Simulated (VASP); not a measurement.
# HfO2 (R-3m) in VASP: notebook

Runs on HfO2. Level: PBE. Tasks: single point.

Program: VASP 6.6.1. These are calculated values, not measurements. Logs are shortened: lines on timing, memory, paths and dates and some standing lists are left out, and cuts for length are marked.

## 1. The cell of the first run

Symmetry: R-3m, No. 166, trigonal system. The conventional cell has a = 3.703 Å, b = 3.703 Å, c = 8.369 Å, α = 90.00°, β = 90.00°, γ = 120.00°. Within 2.8 Å of Hf (site symmetry -3m) lie 8 O at 2.09 to 2.25 Å. Within 2.8 Å of O (site symmetry 3m) lie 4 Hf at 2.09 to 2.25 Å and 6 O at 2.55 Å.

## 2. Single point, PBE

The input, INCAR:

```
ALGO = Normal
EDIFF = 1E-7
ENCUT = 520
GGA = PE
ISIF = 2
ISMEAR = 0
LASPH = True
LCHARG = False
LREAL = False
LWAVE = False
NBANDS = 18
NELM = 60
PREC = Accurate
SIGMA = 0.05
```

The input, KPOINTS:

```
k-points
0
Gamma
  8 8 8
```

The input, POSCAR:

```
HfO2
1.0
   -0.1347450930      2.4833590455      2.4833590455
    2.4833590455     -0.1347450930      2.4833590455
    2.4833590455      2.4833590455     -0.1347450930
Hf O
1 2
Direct
    0.0000000000      0.0000000000      0.0000000000
    0.2500000000      0.2500000000      0.2500000000
    0.7500000000      0.7500000000      0.7500000000
```

Potentials or basis: VASP PAW PBE potentials, release 64 (Hf_pv, O).

Launch:

```console
$ cat potpaw_PBE.64/Hf_pv/POTCAR potpaw_PBE.64/O/POTCAR > POTCAR
$ mpirun -np 1 vasp_std > vasp.out
```

OUTCAR:

```text
EDIFF = 1E-7
   ENCUT = 520
   GGA = PE
   ISIF = 2
   ISMEAR = 0
   LASPH = True
   LREAL = False
   NELM = 60
   PREC = Accurate

 ion  position               nearest neighbor table
   1  0.000  0.000  0.000-   2 2.09   3 2.09   3 2.25   3 2.25   3 2.25   2 2.25   2 2.25   2 2.25

   2  0.250  0.250  0.250-   1 2.09   1 2.25   1 2.25   1 2.25
   3  0.750  0.750  0.750-   1 2.09   1 2.25   1 2.25   1 2.25

  LATTYP: Found a trigonal (rhomboedric) cell.
 ALAT       =     3.5145839779
 COS(alpha) =     0.4450856131

  Lattice vectors:

 A1 = (  -0.1347450930,   2.4833590455,   2.4833590455)
 A2 = (   2.4833590455,  -0.1347450930,   2.4833590455)
 A3 = (   2.4833590455,   2.4833590455,  -0.1347450930)

Analysis of symmetry for initial positions (statically):
=====================================================================
 Subroutine PRICEL returns:
 Original cell was already a primitive cell.

 Routine SETGRP: Setting up the symmetry group for a
 trigonal (rhombohedral) supercell.

 Subroutine GETGRP returns: Found 12 space group operations
 (whereof 12 operations were pure point group operations)
 out of a pool of 12 trial point group operations.

The static configuration has the point symmetry D_3d.

Analysis of symmetry for dynamics (positions and initial velocities):
=====================================================================
 Subroutine PRICEL returns:
 Original cell was already a primitive cell.

 Routine SETGRP: Setting up the symmetry group for a
 trigonal (rhombohedral) supercell.

 Subroutine GETGRP returns: Found 12 space group operations
 (whereof 12 operations were pure point group operations)
 out of a pool of 12 trial point group operations.

The dynamic configuration has the point symmetry D_3d.

 Subroutine INISYM returns: Found 12 space group operations
 (whereof 12 operations are pure point group operations),
 and found     1 'primitive' translations

----------------------------------------------------------------------------------------

                                     Primitive cell

  volume of cell :      33.1206

  direct lattice vectors                    reciprocal lattice vectors
    -0.134745093  2.483359045  2.483359045    -0.185652252  0.196303525  0.196303525
     2.483359045 -0.134745093  2.483359045     0.196303525 -0.185652252  0.196303525
     2.483359045  2.483359045 -0.134745093     0.196303525  0.196303525 -0.185652252

  length of vectors
     3.514583978  3.514583978  3.514583978     0.333971416  0.333971416  0.333971416

  position of ions in fractional coordinates (direct lattice)
     0.000000000  0.000000000  0.000000000
     0.250000000  0.250000000  0.250000000
     0.750000000  0.750000000  0.750000000

  ion indices of the primitive-cell ions
   primitive index   ion index
                 1           1
                 2           2
                 3           3

----------------------------------------------------------------------------------------

 KPOINTS: k-points

Automatic generation of k-mesh.
 Grid dimensions read from file:
 generate k-points for:    8    8    8

 Generating k-lattice:

  Cartesian coordinates                     Fractional coordinates (reciprocal lattice)
    -0.023206531  0.024537941  0.024537941     0.125000000  0.000000000  0.000000000
     0.024537941 -0.023206531  0.024537941     0.000000000  0.125000000  0.000000000
     0.024537941  0.024537941 -0.023206531     0.000000000  0.000000000  0.125000000

  Length of vectors
     0.041746427  0.041746427  0.041746427

  Shift w.r.t. Gamma in fractional coordinates (k-lattice)
     0.000000000  0.000000000  0.000000000

 Subroutine IBZKPT returns following result:
 ===========================================

 Found     65 irreducible k-points:

 Following reciprocal coordinates:
            Coordinates               Weight
  0.000000  0.000000  0.000000      1.000000
  0.125000  0.000000  0.000000      6.000000
  0.250000  0.000000  0.000000      6.000000
  0.375000  0.000000  0.000000      6.000000
  0.500000  0.000000  0.000000      3.000000
  0.125000  0.125000  0.000000      6.000000
[... 16 lines left out ...]
  0.250000  0.125000  0.125000      6.000000
  0.375000  0.125000  0.125000      6.000000
 [... further k-points ...]
   k-points           NKPTS =     65   k-points in BZ     NKDIM =     65   number of bands    NBANDS=     18
   number of dos      NEDOS =    301   number of ions     NIONS =      3
   total plane-waves  NPLWV =  21952
   dimension x,y,z NGX =    28 NGY =   28 NGZ =   28
   dimension x,y,z NGXF=    56 NGYF=   56 NGZF=   56
   ions per type =               1   2
   NGX,Y,Z   is equivalent  to a cutoff of  13.24, 13.24, 13.24 a.u.
   NGXF,Y,Z  is equivalent  to a cutoff of  26.49, 26.49, 26.49 a.u.
 SYSTEM =  unknown system
   PREC   = accura    normal or accurate (medium, high low for compatibility)
   ISTART =      0    job   : 0-new  1-cont  2-samecut
   ICHARG =      2    charge: 1-file 2-atom 10-const
   ISPIN  =      1    spin polarized calculation?
   LNONCOLLINEAR =      F non collinear calculations
   LSORBIT =      F    spin-orbit coupling
   LASPH  =      T    aspherical Exc in radial PAW
   ENCUT  =  520.0 eV  38.22 Ry    6.18 a.u.   6.53  6.53  6.53*2*pi/ulx,y,z
   NELM   =     60;   NELMIN=  2; NELMDL= -5     # of ELM steps
   EDIFF  = 0.1E-06   stopping-criterion for ELM
   LREAL  =      F    real-space projection
   EDIFFG = 0.1E-05   stopping-criterion for IOM
   NSW    =      0    number of steps for IOM
   IBRION =     -1    ionic relax: 0-MD 1-quasi-New 2-CG
   NFREE  =      0    steps in history (QN), initial steepest desc. (CG)
   ISIF   =      2    stress and relaxation
   ISYM   =      2    0-nonsym 1-usesym 2-fastsym
   POTIM  = 0.5000    time-step for ionic-motion
   TEBEG  =    0.0;   TEEND  =   0.0 temperature during run
   PSTRESS=    0.0 pullay stress
   NELECT =      22.0000    total number of electrons
   NUPDOWN=      -1.0000    fix difference up-down
   EMIN   =  10.00;   EMAX   =-10.00  energy-range for DOS
   EFERMI =   0.00;   METHOD = LEGACY
   ISMEAR =     0;   SIGMA  =   0.05  broadening in eV -4-tet -1-fermi 0-gaus
   EFERMI_NEDOS =   21; number of points for ismear=-14 and -15
   IALGO  =     38    algorithm
   IMIX   =      4    mixing-type and parameters
     AMIX     =   0.40;   BMIX     =  1.00
     AMIX_MAG =   1.60;   BMIX_MAG =  1.00
  volume/ion in A,a.u.               =      11.04        74.50
  Fermi-wavevector in a.u.,A,eV,Ry     =   1.428399  2.699283 27.760299  2.040324
  Thomas-Fermi vector in A             =   2.548465
   LORBIT       =      0    0 simple, 1 ext, 2 COOP (PROOUT), +10 PAW based schemes
   GGA     = PE    functional components
   LHFCALC =     F    Hartree Fock is set to
   AEXX    =    0.0000 exact exchange contribution
   IVDW    =     0    specifies the selected vdW correction
   LEPSILON=     F    determine dielectric tensor
   LRPA    =     F    only Hartree local field effects (RPA)
 non-spin polarized calculation
 Gauss-broadening in eV      SIGMA  =   0.05
  energy-cutoff  :      520.00
  volume of cell :       33.12
 maximum number of plane-waves:       902
 NGX is ok and might be reduce to    28
   NGX = 13   NGY = 13   NGZ = 13

 number of electron      21.9999997 magnetization

 Free energy of the ion-electron system (eV)
  ---------------------------------------------------
  ext. energy  EPLUGINS =         0.00000000
  ---------------------------------------------------
  free energy    TOTEN  =       -30.15365285 eV

  energy without entropy =      -30.15365285  energy(sigma->0) =      -30.15365285

 E-fermi :   4.3976     XC(G=0): -11.7475

 val. band max:        4.0971989432   @ k =   0.5000   0.5000   0.0000
 cond. band min:       7.9222948642   @ k =   0.5000   0.5000   0.0000
 fundamental gap:      3.8250959209
 Fermi energy:         4.3975910603

 k-point     1 :       0.0000    0.0000    0.0000
  band No.  band energies     occupation
      1     -25.6251      2.00000
      2     -25.6251      2.00000
      3     -25.6028      2.00000
      4     -14.5181      2.00000
      5     -11.5492      2.00000
      6      -1.1795      2.00000
[... 10 lines left out ...]
     17      15.0577      0.00000
     18      17.5524      0.00000

 k-point     2 :       0.1250    0.0000    0.0000
  band No.  band energies     occupation
      1     -25.6821      2.00000
      2     -25.6293      2.00000
      3     -25.6126      2.00000
      4     -14.3329      2.00000
      5     -11.6989      2.00000
      6      -1.0433      2.00000
[... 10 lines left out ...]
     17      14.6543      0.00000
     18      17.4337      0.00000

 k-point     3 :       0.2500    0.0000    0.0000
  band No.  band energies     occupation
      1     -25.8243      2.00000
      2     -25.6394      2.00000
      3     -25.6267      2.00000
      4     -13.8884      2.00000
      5     -12.0130      2.00000
      6      -0.7002      2.00000
[... 10 lines left out ...]
     17      14.1481      0.00000
     18      16.7643      0.00000

 k-point     4 :       0.3750    0.0000    0.0000
  band No.  band energies     occupation
      1     -25.9608      2.00000
      2     -25.6494      2.00000
      3     -25.6399      2.00000
      4     -13.4759      2.00000
      5     -12.2360      2.00000
      6      -0.3402      2.00000
[... 375 lines left out ...]
      4     -14.2625      2.00000
      5     -11.7665      2.00000
      6      -0.9959      2.00000
[... 10 lines left out ...]
     17      14.6937      0.00000
     18      17.5552      0.00000

 k-point    23 :       0.2500    0.1250    0.1250
  band No.  band energies     occupation
      1     -25.7786      2.00000
      2     -25.6493      2.00000
      3     -25.6364      2.00000
      4     -13.9499      2.00000
      5     -11.9984      2.00000
      6      -0.8091      2.00000
[... 10 lines left out ...]
     17      14.4817      0.00000
     18      17.2870      0.00000

 k-point    24 :       0.3750    0.1250    0.1250
  band No.  band energies     occupation
      1     -25.9072      2.00000
      2     -25.6725      2.00000
      3     -25.6465      2.00000
      4     -13.4840      2.00000
      5     -12.2869      2.00000
      6      -0.5633      2.00000
[... 10 lines left out ...]
     17      14.6029      0.00000
     18      16.5560      0.00000

 [... further k-points ...]

------------------------ aborting loop because EDIFF is reached ----------------------------------------

  FORCE on cell =-STRESS in cart. coord.  units (eV):
  Direction    XX          YY          ZZ          XY          YZ          ZX
  --------------------------------------------------------------------------------------
  -------------------------------------------------------------------------------------
  Total       -0.3161226     -0.3161226     -0.3161226      1.2229990      1.2229990      1.2229990
  in kB      -15.2921250    -15.2921250    -15.2921250     59.1613861     59.1613861     59.1613861
  external PRESSURE =     -15.2921250 kB  Pullay stress =       0.0000000 kB

 VOLUME and BASIS-vectors are now :
 -----------------------------------------------------------------------------
  energy-cutoff  :      520.00
  volume of cell :       33.12
      direct lattice vectors                 reciprocal lattice vectors
    -0.134745093  2.483359045  2.483359045    -0.185652252  0.196303525  0.196303525
     2.483359045 -0.134745093  2.483359045     0.196303525 -0.185652252  0.196303525
     2.483359045  2.483359045 -0.134745093     0.196303525  0.196303525 -0.185652252

 POSITION                                       TOTAL-FORCE (eV/Angst)
 -----------------------------------------------------------------------------------
      0.00000      0.00000      0.00000         0.000000      0.000000      0.000000
      1.20799      1.20799      1.20799         0.468120      0.468120      0.468120
      3.62398      3.62398      3.62398        -0.468120     -0.468120     -0.468120
 -----------------------------------------------------------------------------------
    total drift:                                0.000000      0.000000      0.000000

  FREE ENERGIE OF THE ION-ELECTRON SYSTEM (eV)
  ---------------------------------------------------
  free  energy   TOTEN  =       -30.1536528512 eV

  energy  without entropy=      -30.1536528512  energy(sigma->0) =      -30.15365285
```

Run time: 27 s. Hardware: 1 thread of Intel Xeon Platinum 8488C (Sapphire Rapids), shared host; peak memory 0.18 GiB.

Results:

```
Free energy            : -30.1537 eV
Pressure               : -1.5 GPa
Largest force          : 0.811 eV/Å
Band gap on the k mesh : 3.83 eV, direct
```

Forces in eV/Å, atoms in the order of the input:
```
Hf   0.000  0.000  0.000
O    0.468  0.468  0.468
O   -0.468 -0.468 -0.468
```

Stress tensor (GPa, compression positive):
```
-1.53  5.92  5.92
 5.92 -1.53  5.92
 5.92  5.92 -1.53
```

Caveat: spin-orbit coupling is left out, which moves the levels of the heavy elements. A k mesh can miss the band edges.

(Part 1 of 2 ends here.)
